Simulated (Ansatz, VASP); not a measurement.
One calculation of TaHO2, two programs

```
CELL_PARAMETERS angstrom
2.94359 0.00000 0.00000
-1.47180 2.54923 0.00000
0.00000 0.00000 5.60141
ATOMIC_POSITIONS crystal
Ta 0.33333 0.66667 0.00000
H 0.66667 0.33333 0.50000
O 0.00000 0.00000 0.22003
O 0.00000 0.00000 0.77997
```

Alike in both runs: functional PBE; k mesh 18 × 18 × 8; occupations gaussian, width 0.1 eV; no spin polarisation.

Ansatz relaxed the structure, and its values are those at the end. VASP's run is a single point on that final structure, the one shown.

```csv
,VASP,Ansatz
version,VASP 6.6.1,Ansatz 0.2.0
potentials or method,"VASP PAW PBE potentials, release 64 (Ta_pv, H, O), cutoff 520 eV","scalar-relativistic, plane waves, PAW"
valence electrons in the cell,24,26
```

```tsv
	VASP	Ansatz	Ansatz less VASP
gap on the k mesh at the Fermi level (eV)	none	none	-
pressure (GPa)	0.6	0.0	-0.62
rms of the force components (eV/Å)	0.045	0.003	-0.0412
```

A gap of «none» marks a metal or a gap that the smearing closes. VASP's potentials hold 24 valence electrons a cell and Ansatz's 26, so a difference there can come from the potentials and not from the codes.

Spin-orbit coupling is off throughout.
